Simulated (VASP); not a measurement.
NbRh:

```xyz
2
Lattice="2.8630 0.0000 0.0000 0.0000 2.8630 0.0000 0.0000 0.0000 3.8736" Properties=species:S:1:pos:R:3 pbc="T T T"
Nb    0.0000    0.0000    0.0000
Rh    1.4315    1.4315    1.9368
```

| Property | Result |
| --- | --- |
| Program | VASP 6.6.1 |
| Task | relaxation of cell and atoms |
| Functional | LDA |
| Potentials or basis | VASP PAW LDA potentials, release 64 (Nb_sv, Rh_pv) |
| Cutoff | 600 eV |
| k mesh | 14 × 14 × 12 |
| Occupations | gaussian, width 0.1 eV |
| Spin | no spin polarisation |

At the start: pressure -12.4 GPa; volume 15.88 Å³/atom.

Task: How do energy, volume and symmetry change on relaxing?

Result: Over 9 steps the energy falls by 34.3 meV/atom and the volume is 15.03 Å³/atom (-5.3 %); space group P4/mmm (No. 123, to 0.05 Å).

The path:
```csv
step,energy change (eV),largest force (eV/Å),pressure (GPa),volume (Å³)
1,0.0000,0.0000,-12.39,31.75
2,0.3775,0.0000,44.06,26.44
3,-0.0682,0.0000,-0.71,30.15
4,-0.0684,0.0000,-0.09,30.08
5,-0.0683,0.0000,0.19,30.05
6,-0.0685,0.0000,-0.41,30.12
7,-0.0685,0.0000,-0.33,30.10
8,-0.0686,0.0000,0.20,30.04
9,-0.0686,0.0000,0.04,30.06
```

Final structure:
```
CELL_PARAMETERS angstrom
2.80716 0.00000 0.00000
0.00000 2.80716 0.00000
0.00000 0.00000 3.81494
ATOMIC_POSITIONS crystal
Nb 0.00000 0.00000 0.00000
Rh 0.50000 0.50000 0.50000
```
